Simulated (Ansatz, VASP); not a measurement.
MgSe: VASP beside Ansatz

```xyz
2
Lattice="0.0000 2.6961 2.6961 2.6961 0.0000 2.6961 2.6961 2.6961 0.0000" Properties=species:S:1:pos:R:3 pbc="T T T"
Mg    0.0000    0.0000    0.0000
Se    2.6961    2.6961    2.6961
```

Alike in both runs: functional LDA; k mesh 8 × 8 × 8; occupations gaussian, width 0.02 eV; no spin polarisation.

Ansatz relaxed the structure, and its values are those at the end. VASP's run is a single point on that final structure, the one shown.

```csv
,VASP,Ansatz
version,VASP 6.6.1,Ansatz 0.2.0
potentials or method,"VASP PAW LDA potentials, release 64 (Mg, Se), cutoff 600 eV","scalar-relativistic, plane waves, PAW"
valence electrons in the cell,8,26
```

Ansatz gave:

```
gap on the k mesh at the Fermi level (eV) : 1.72
least direct gap on the mesh (eV)         : 2.60
pressure (GPa)                            : 0.0
```

Problem. What did VASP give for the same quantities?

Solution. gap on the k mesh at the Fermi level (eV): 1.70; least direct gap on the mesh (eV): 2.62; pressure (GPa): -0.3.

LDA's correlation is that of Perdew and Zunger in VASP and of Perdew and Wang (1992) in Ansatz. VASP's potentials hold 8 valence electrons a cell and Ansatz's 26, so a difference there can come from the potentials and not from the codes.
